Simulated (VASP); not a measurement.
# TaVN2 (P4/mmm) in VASP: further runs, part 2 of 2

VASP 6.6.1. Earlier steps stand in the parts before.

### 3 Single point, PBEsol, collinear spin, ferromagnetic start

This run uses another cell than the first one, of 9.99 Å³/atom.

File INCAR:

```
SYSTEM = TaVN2
ALGO = Normal
EDIFF = 1E-6
ENCUT = 520
GGA = PS
ISIF = 2
ISMEAR = -1
ISPIN = 2
LASPH = .TRUE.
LCHARG = .FALSE.
LMAXMIX = 4
LORBIT = 11
LREAL = .FALSE.
LWAVE = .FALSE.
MAGMOM = 0 2 0 0
NBANDS = 29
NELM = 150
PREC = Accurate
SIGMA = 0.05
```

File KPOINTS:

```
k-points
0
G
  9 9 6
  0 0 0
```

File POSCAR:

```
TaVN2
1.0
    3.0498670000      0.0000000000      0.0000000000
    0.0000000000      3.0498670000      0.0000000000
    0.0000000000      0.0000000000      4.2960620000
Ta V N
1 1 2
Direct
    0.0000000000      0.0000000000      0.0000000000
    0.5000000000      0.5000000000      0.5000000000
    0.5000000000      0.5000000000      0.0000000000
    0.0000000000      0.0000000000      0.5000000000
```

Potentials or basis: VASP PAW PBE potentials, release 64 (Ta_pv, V_sv, N).

Started as:

```bash
> cat potpaw_PBE.64/Ta_pv/POTCAR potpaw_PBE.64/V_sv/POTCAR potpaw_PBE.64/N/POTCAR > POTCAR
> mpirun -np 1 vasp_std > vasp.out
```

OUTCAR:

```text
SYSTEM = TaVN2
   EDIFF = 1E-6
   ENCUT = 520
   GGA = PS
   ISIF = 2
   ISMEAR = -1
   ISPIN = 2
   LASPH = .TRUE.
   LORBIT = 11
   LREAL = .FALSE.
   NELM = 150
   PREC = Accurate

 ion  position               nearest neighbor table
   1  0.000  0.000  0.000-   4 2.15   4 2.15   3 2.16   3 2.16   3 2.16   3 2.16   2 3.04   2 3.04
                             2 3.04   2 3.04   2 3.04   2 3.04   2 3.04   2 3.04
   2  0.500  0.500  0.500-   3 2.15   3 2.15   4 2.16   4 2.16   4 2.16   4 2.16   1 3.04   1 3.04
                             1 3.04   1 3.04   1 3.04   1 3.04   1 3.04   1 3.04
   3  0.500  0.500  0.000-   2 2.15   2 2.15   1 2.16   1 2.16   1 2.16   1 2.16
   4  0.000  0.000  0.500-   1 2.15   1 2.15   2 2.16   2 2.16   2 2.16   2 2.16

  LATTYP: Found a simple tetragonal cell.
 ALAT       =     3.0498670000
 C/A-ratio  =     1.4086063425

  Lattice vectors:

 A1 = (   3.0498670000,   0.0000000000,   0.0000000000)
 A2 = (   0.0000000000,   3.0498670000,   0.0000000000)
 A3 = (   0.0000000000,   0.0000000000,   4.2960620000)

Analysis of symmetry for initial positions (statically):
=====================================================================
 Subroutine PRICEL returns:
 Original cell was already a primitive cell.

 Routine SETGRP: Setting up the symmetry group for a
 simple tetragonal supercell.

 Subroutine GETGRP returns: Found 16 space group operations
 (whereof 16 operations were pure point group operations)
 out of a pool of 16 trial point group operations.

The static configuration has the point symmetry D_4h.

Analysis of symmetry for dynamics (positions and initial velocities):
=====================================================================
 Subroutine PRICEL returns:
 Original cell was already a primitive cell.

 Routine SETGRP: Setting up the symmetry group for a
 simple tetragonal supercell.

 Subroutine GETGRP returns: Found 16 space group operations
 (whereof 16 operations were pure point group operations)
 out of a pool of 16 trial point group operations.

The dynamic configuration has the point symmetry D_4h.

Analysis of structural, dynamic, and magnetic symmetry:
=====================================================================
 Subroutine PRICEL returns:
 Original cell was already a primitive cell.

 Routine SETGRP: Setting up the symmetry group for a
 simple tetragonal supercell.

 Subroutine GETGRP returns: Found 16 space group operations
 (whereof 16 operations were pure point group operations)
 out of a pool of 16 trial point group operations.

The overall configuration has the point symmetry D_4h.

 Subroutine INISYM returns: Found 16 space group operations
 (whereof 16 operations are pure point group operations),
 and found     1 'primitive' translations

----------------------------------------------------------------------------------------

                                     Primitive cell

  volume of cell :      39.9606

  direct lattice vectors                    reciprocal lattice vectors
     3.049867000  0.000000000  0.000000000     0.327883150  0.000000000  0.000000000
     0.000000000  3.049867000  0.000000000     0.000000000  0.327883150  0.000000000
     0.000000000  0.000000000  4.296062000     0.000000000  0.000000000  0.232771315

  length of vectors
[... 80 lines left out ...]
   ISPIN  =      2    spin polarized calculation?
   LNONCOLLINEAR =      F non collinear calculations
   LSORBIT =      F    spin-orbit coupling
   LASPH  =      T    aspherical Exc in radial PAW
   ENCUT  =  520.0 eV  38.22 Ry    6.18 a.u.   5.67  5.67  7.99*2*pi/ulx,y,z
   NELM   =    150;   NELMIN=  2; NELMDL= -5     # of ELM steps
   EDIFF  = 0.1E-05   stopping-criterion for ELM
   LREAL  =      F    real-space projection
   EDIFFG = 0.1E-04   stopping-criterion for IOM
   NSW    =      0    number of steps for IOM
   IBRION =     -1    ionic relax: 0-MD 1-quasi-New 2-CG
   NFREE  =      0    steps in history (QN), initial steepest desc. (CG)
   ISIF   =      2    stress and relaxation
   ISYM   =      2    0-nonsym 1-usesym 2-fastsym
   POTIM  = 0.5000    time-step for ionic-motion
   TEBEG  =    0.0;   TEEND  =   0.0 temperature during run
   PSTRESS=    0.0 pullay stress
   NELECT =      34.0000    total number of electrons
   NUPDOWN=      -1.0000    fix difference up-down
   EMIN   =  10.00;   EMAX   =-10.00  energy-range for DOS
   EFERMI =   0.00;   METHOD = LEGACY
   ISMEAR =    -1;   SIGMA  =   0.05  broadening in eV -4-tet -1-fermi 0-gaus
   EFERMI_NEDOS =   21; number of points for ismear=-14 and -15
   IALGO  =     38    algorithm
   IMIX   =      4    mixing-type and parameters
     AMIX     =   0.40;   BMIX     =  1.00
     AMIX_MAG =   1.60;   BMIX_MAG =  1.00
  volume/ion in A,a.u.               =       9.99        67.42
  Fermi-wavevector in a.u.,A,eV,Ry     =   1.551281  2.931495 32.742032  2.406471
  Thomas-Fermi vector in A             =   2.655823
   LORBIT       =     11    0 simple, 1 ext, 2 COOP (PROOUT), +10 PAW based schemes
   GGA     = PS    functional components
   LHFCALC =     F    Hartree Fock is set to
   AEXX    =    0.0000 exact exchange contribution
   IVDW    =     0    specifies the selected vdW correction
   LEPSILON=     F    determine dielectric tensor
   LRPA    =     F    only Hartree local field effects (RPA)
 spin polarized calculation
  energy-cutoff  :      520.00
  volume of cell :       39.96
 maximum number of plane-waves:      1100
 NGX is ok and might be reduce to    24
   NGX = 11   NGY = 11   NGZ = 15

 number of electron      33.9999991 magnetization       0.0012738

 number of electron      33.9999991 magnetization      -0.0025341

 Free energy of the ion-electron system (eV)
  ---------------------------------------------------
  ext. energy  EPLUGINS =         0.00000000
  ---------------------------------------------------
  free energy    TOTEN  =       -43.77219347 eV

  energy without entropy =      -43.74677973  energy(sigma->0) =      -43.75948660

 E-fermi :   9.9984     XC(G=0): -13.4969

 val. band max:        9.9908140508   @ k =   0.0000   0.0000   0.5000
 cond. band min:      10.0008363075   @ k =   0.3333   0.0000   0.0000
 fundamental gap:      0.0100222567
 Fermi energy:         9.9983835535

 spin component 1

 k-point     1 :       0.0000    0.0000    0.0000
  band No.  band energies     occupation
      1     -54.9002      1.00000
      2     -28.9057      1.00000
      3     -28.8280      1.00000
      4     -28.8280      1.00000
      5     -25.9250      1.00000
      6     -25.7126      1.00000
[... 757 lines left out ...]
     28      21.1667      0.00000
     29      21.7276      0.00000

 [... further k-points ...]

 spin component 2

 k-point     1 :       0.0000    0.0000    0.0000
  band No.  band energies     occupation
      1     -54.9027      1.00000
      2     -28.9085      1.00000
      3     -28.8303      1.00000
      4     -28.8303      1.00000
      5     -25.9249      1.00000
      6     -25.7126      1.00000
[... 757 lines left out ...]
     28      21.1663      0.00000
     29      21.7269      0.00000

 [... further k-points ...]
[... 5 lines left out ...]
  --------------------------------------------------------------------------------------
  -------------------------------------------------------------------------------------
  Total       -2.7304964     -2.7304964     -3.3753741      0.0000000     -0.0000000      0.0000000
  in kB     -109.4762348   -109.4762348   -135.3318924      0.0000000     -0.0000000      0.0000000
  external PRESSURE =    -118.0947873 kB  Pullay stress =       0.0000000 kB

 VOLUME and BASIS-vectors are now :
 -----------------------------------------------------------------------------
  energy-cutoff  :      520.00
  volume of cell :       39.96
      direct lattice vectors                 reciprocal lattice vectors
     3.049867000  0.000000000  0.000000000     0.327883150  0.000000000  0.000000000
     0.000000000  3.049867000  0.000000000     0.000000000  0.327883150  0.000000000
     0.000000000  0.000000000  4.296062000     0.000000000  0.000000000  0.232771315

 POSITION                                       TOTAL-FORCE (eV/Angst)
 -----------------------------------------------------------------------------------
      0.00000      0.00000      0.00000         0.000000      0.000000      0.000000
      1.52493      1.52493      2.14803         0.000000      0.000000      0.000000
      1.52493      1.52493      0.00000         0.000000      0.000000      0.000000
      0.00000      0.00000      2.14803         0.000000      0.000000      0.000000
 -----------------------------------------------------------------------------------
    total drift:                                0.000000     -0.000000     -0.000000

  FREE ENERGIE OF THE ION-ELECTRON SYSTEM (eV)
  ---------------------------------------------------
  free  energy   TOTEN  =       -43.7721934715 eV

  energy  without entropy=      -43.7467797265  energy(sigma->0) =      -43.75948660

 total charge

# of ion       s       p       d       tot
------------------------------------------
    1        0.297   6.265   2.397   8.959
    2        2.204   6.211   3.140  11.555
    3        1.227   2.529   0.000   3.756
    4        1.228   2.480   0.000   3.708
--------------------------------------------------
tot          4.955  17.486   5.537  27.978

 magnetization (x)

# of ion       s       p       d       tot
------------------------------------------
    1        0.000   0.000   0.000   0.000
    2       -0.000  -0.000  -0.003  -0.003
    3       -0.000  -0.000   0.000  -0.000
    4       -0.000  -0.000   0.000  -0.000
--------------------------------------------------
tot         -0.000  -0.000  -0.003  -0.003
```

Run time: 1.9 min. Hardware: 1 thread of Intel Xeon 6975P-C, shared host; peak memory 0.25 GiB.

What came out:

```
Free energy                                           : -43.7722 eV
Pressure                                              : -11.8 GPa
Band gap on the k mesh                                : zero (filled and empty bands overlap)
Net moment                                            : 0.00 μB per cell
Valence electrons inside the program's atomic spheres : Ta 8.96; V 11.55; N 3.76, 3.71
```

Levels at points of the mesh, in eV from the Fermi level:
Spin up:
```csv
k point,band 15,band 16,band 17,band 18,band 19,band 20
"(0.00, 0.00, 0.00)",-2.84,-2.83,-1.55,-1.55,-1.48,-0.26
"(0.00, 0.00, 0.50)",-4.10,-3.99,-2.49,-0.01,0.61,0.61
```
Spin down:
```
           k point  band 14  band 15  band 16  band 17  band 18  band 19  band 20  band 21
(0.00, 0.00, 0.00)    -2.84    -2.84    -2.83    -1.55    -1.55    -1.48    -0.26    -0.17
(0.00, 0.00, 0.50)    -4.10    -4.10    -3.99    -2.49    -0.01     0.61     0.61     1.36
```

Caveat: the cell stands under tension; the moments typed at the start vanished in this run; the PAW data sets were made with another functional, which shifts forces and pressure a little; spin-orbit coupling is left out, which moves the levels of the heavy elements.
